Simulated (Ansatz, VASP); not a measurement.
Ni in VASP and in Ansatz

Contents of INCAR:

```
PREC = Accurate
ENCUT = 520
EDIFF = 1E-6
ISMEAR = -1
SIGMA = 0.05
LREAL = F
LASPH = T
NELM = 150
ALGO = Normal
ISIF = 2
LWAVE = F
LCHARG = T
ISPIN = 2
MAGMOM = 0.634
LORBIT = 11
LMAXMIX = 4
GGA = RE
LELF = T
LVHAR = T
NBANDS = 15
```

The input KPOINTS:

```
regular mesh
0
Gamma
  15 15 15
```

POSCAR

```
Ni
1.0
    2.4374161623      0.0000000000      0.0000000000
    0.0000000000      2.4374161623      0.0000000000
    0.0000000000      0.0000000000      2.4374161623
Ni
1
Direct
    0.0000000000      0.0000000000      0.0000000000
```

Input for Ansatz:

```yaml
crystal:
  lattice:
    - [2.4374161623, 0.0, 0.0]
    - [0.0, 2.4374161623, 0.0]
    - [0.0, 0.0, 2.4374161623]
  atoms:
    - { symbol: Ni, position: [0.0, 0.0, 0.0], spin: 0.634 }
hamiltonian:
  xc: revpbe
  pseudopotentials:
    kind: paw
    azcp:
      Ni: "pseudopotentials/Ni.paw.azcp"
basis:
  ecutwfc: 420
  fft_grid_basis: typed
kpoints:
  mp_grid: { grid: [15, 15, 15], shift: [0, 0, 0] }
magnetization:
  spin_polarized: true
scf:
  occupations: { method: fermi_dirac, width: 0.05 }
  lower_state_search: "off"
output:
  stress: true
```

Alike in both runs: task single point; functional revPBE; k mesh 15 × 15 × 15; occupations fermi-dirac, width 0.05 eV; collinear spin.

|  | VASP | Ansatz |
| --- | --- | --- |
| version | VASP 6.6.1 | Ansatz 0.2.0 |
| potentials or method | VASP PAW PBE potentials, release 64 (Ni), cutoff 520 eV | plane waves (420 eV) with PAW, scalar-relativistic |
| valence electrons in the cell | 10 | 18 |

|  | VASP | Ansatz | Ansatz less VASP |
| --- | --- | --- | --- |
| pressure (GPa) | -10.2 | -10.4 | -0.16 |
| net moment per atom (μB) | 0.79 | 0.81 | +0.017 |
| size of the moment on the site where the two differ most (μB) | 0.81 | 0.84 | +0.034 |

VASP's potentials were made for PBE, not for revPBE. Site moments also hang on the region over which each program counts them. VASP's potentials hold 10 valence electrons a cell and Ansatz's 18, so a difference there can come from the potentials and not from the codes.
